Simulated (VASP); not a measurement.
Write the native input for VASP 6.6.1 that does the following.

- Task: single point
- Functional: LDA
- Potentials or basis: VASP PAW LDA potentials, release 64 (C)
- Cutoff: 600 eV
- k mesh: 10 × 10 × 10
- Occupations: gaussian, width 0.1 eV
- Spin: no spin polarisation
- Dipole correction: no
- Further INCAR settings: ALGO = Normal; EDIFF = 1e-06; NBANDS = 11

The structure of C lies in POSCAR:

```
C
1.0
    0.0000000000      1.7660493904      1.7660493904
    1.7660493904      0.0000000000      1.7660493904
    1.7660493904      1.7660493904      0.0000000000
C
2
Direct
    0.5000000000      0.5000000000      0.5000000000
    0.7500000000      0.7500000000      0.7500000000
```

One way to write it, as run:

INCAR

```
  ALGO = Normal
  EDIFF = 1E-6
  ENCUT = 600
  GGA_COMPAT = F
  ISIF = 2
  ISMEAR = 0
  LASPH = T
  LCHARG = F
  LREAL = F
  LWAVE = F
  NBANDS = 11
  NELM = 120
  PREC = Accurate
  SIGMA = 0.1
```

KPOINTS

```
k-points
0
Gamma
  10 10 10
```

Potentials or basis: VASP PAW LDA potentials, release 64 (C).

Run with:

```console
$ cat potpaw_LDA.64/C/POTCAR > POTCAR
$ mpirun -np 1 vasp_std > vasp.out
```

It gave:

```json
{
  "Pressure": "0.7 GPa",
  "Band gap on the k mesh": "4.20 eV, indirect (least direct gap 5.63 eV)"
}
```

It took 12 s on 1 thread of Intel Xeon 8259CL (shared host), peak memory 0.11 GiB.
